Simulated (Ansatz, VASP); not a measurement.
One calculation of Gd, two programs

INCAR

```
PREC     = Accurate       # precision mode
ENCUT    = 520            # plane-wave cutoff, eV
EDIFF    = 1E-6           # SCF threshold, eV
ISMEAR   = -1             # smearing method
SIGMA    = 0.05           # smearing width, eV
LREAL    = False          # projectors in reciprocal space
LASPH    = True           # aspherical terms in the spheres
NELM     = 150            # most SCF steps
ALGO     = Normal         # electronic algorithm
ISIF     = 2              # what is computed and relaxed
LWAVE    = False          # write WAVECAR
LCHARG   = False          # write CHGCAR
ISPIN    = 2              # spin polarisation
MAGMOM   = 7 7            # initial moments
LORBIT   = 11             # projections on sites
LMAXMIX  = 6              # l up to which the mixer works
GGA      = CA             # functional
NBANDS   = 29             # bands
```

Contents of KPOINTS:

```
regular mesh
0
Gamma
  8 8 5
```

The input POSCAR:

```
Gd
1.0
    3.7073122223      0.0000000000      0.0000000000
   -1.8536561112      3.2106265643      0.0000000000
    0.0000000000      0.0000000000      5.8960131069
Gd
2
Direct
    0.6666666667      0.3333333333      0.7500000000
    0.3333333333      0.6666666667      0.2500000000
```

File input.yaml:

```yaml
crystal:
  lattice:
    - [3.7073122223, 0.0, 0.0]
    - [-1.8536561112, 3.2106265643, 0.0]
    - [0.0, 0.0, 5.8960131069]
  atoms:
    - { symbol: Gd, position: [0.6666666667, 0.3333333333, 0.75], spin: 7.0 }
    - { symbol: Gd, position: [0.3333333333, 0.6666666667, 0.25], spin: 7.0 }
hamiltonian:
  xc: lda
  pseudopotentials: { kind: paw }
magnetization:
  spin_polarized: true
kpoints:
  mp_grid: { grid: [8, 8, 5] }
scf:
  occupations: { method: fermi_dirac, width: 0.05 }
output:
  forces: true
  stress: true
  eigenvalues: true
```

Alike in both runs: task single point; functional LDA; k mesh 8 × 8 × 5; occupations fermi-dirac, width 0.05 eV; collinear spin.

|  | VASP | Ansatz |
| --- | --- | --- |
| version | VASP 6.6.1 | Ansatz 0.2.0 |
| potentials or method | VASP PAW PBE potentials, release 64 (Gd) | Ansatz PAW |
| plane-wave cutoff (eV) | 520 | 420 |
| valence electrons in the cell | 36 | 36 |

Ansatz gave:

```
gap on the k mesh at the Fermi level (eV)                     : none
pressure (GPa)                                                : -5.1
traceless stress, the component that is largest in VASP (GPa) : 0.07
net moment per atom (μB)                                      : 7.55
size of the moment on the site where the two differ most (μB) : 7.29
```

Task: What did VASP give for the same quantities?

Result: gap on the k mesh at the Fermi level (eV): none; pressure (GPa): -5.0; traceless stress, the component that is largest in VASP (GPa): -0.05; net moment per atom (μB): 7.44; size of the moment on the site where the two differ most (μB): 6.90.

The net moments are unlike, so the other rows may belong to different states. VASP's potentials were made for PBE, not for LDA. LDA's correlation is that of Perdew and Zunger in VASP and of Perdew and Wang (1992) in Ansatz. Site moments also hang on the region over which each program counts them. A gap of «none» marks a metal or a gap that the smearing closes.

Neither program's run includes spin-orbit coupling.
